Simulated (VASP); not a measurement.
A run of VASP 6.6.1 is set up as follows.

File INCAR:

```
  PREC = Accurate
  ENCUT = 520
  EDIFF = 1E-6
  ISMEAR = 0
  SIGMA = 0.05
  LREAL = F
  LASPH = T
  NELM = 100
  ALGO = Normal
  ISIF = 2
  LWAVE = F
  LCHARG = F
  GGA = PS
  NBANDS = 31
```

The input KPOINTS:

```
regular mesh
0
Gamma
  11 7 3
```

POSCAR

```
C
1.0
   -2.1294220588     -1.2294315772      0.0088643343
    1.3950280734      0.0000000000     -3.6324024213
    5.5683531421     -8.8109263031      1.1856851931
C
10
Direct
    0.8222021783      0.1221826948      0.0666694635
    0.3888688450      0.1888493615      0.2666694635
   -0.0444644883      0.2555160281      0.4666694635
    0.5222021783      0.3221826948      0.6666694635
    0.0888688450      0.3888493615      0.8666694635
    0.6111311550     -0.5888493615      0.9333305365
    0.3444644883      0.1444839719      0.1333305365
    0.9111311550      0.2111506385      0.3333305365
    0.4777978216      0.2778173052      0.5333305365
    0.0444644883      0.3444839719      0.7333305365
```

Potentials or basis: VASP PAW PBE potentials, release 64 (C).

Launch:

```sh
$ cat potpaw_PBE.64/C/POTCAR > POTCAR
$ mpirun -np 1 vasp_std > vasp.out
```

**Question.** Predict the largest force.

**Answer.** 5.092 eV/Å.

**Question.** Estimate the pressure.

**Answer.** 0.4 GPa.

Forces on the atoms (eV/Å):
```
C    4.064  1.772 -2.504
C    0.638 -0.125  0.719
C    0.053 -0.005 -0.104
C    0.033 -0.006  0.062
C    0.196  0.273 -0.663
C   -4.064 -1.772  2.504
C   -0.196 -0.273  0.663
C   -0.033  0.006 -0.062
C   -0.053  0.005  0.104
C   -0.638  0.125 -0.719
```

Caveat: the cell differs from its parent crystal (the part above a cut slid along it); the stress differs along the axes, from -6 to 11 GPa; this functional lacks dispersion, which binds layers or chains, so the pressure and a relaxed spacing across them are unreliable; the PAW data sets were made with another functional, which shifts forces and pressure a little.
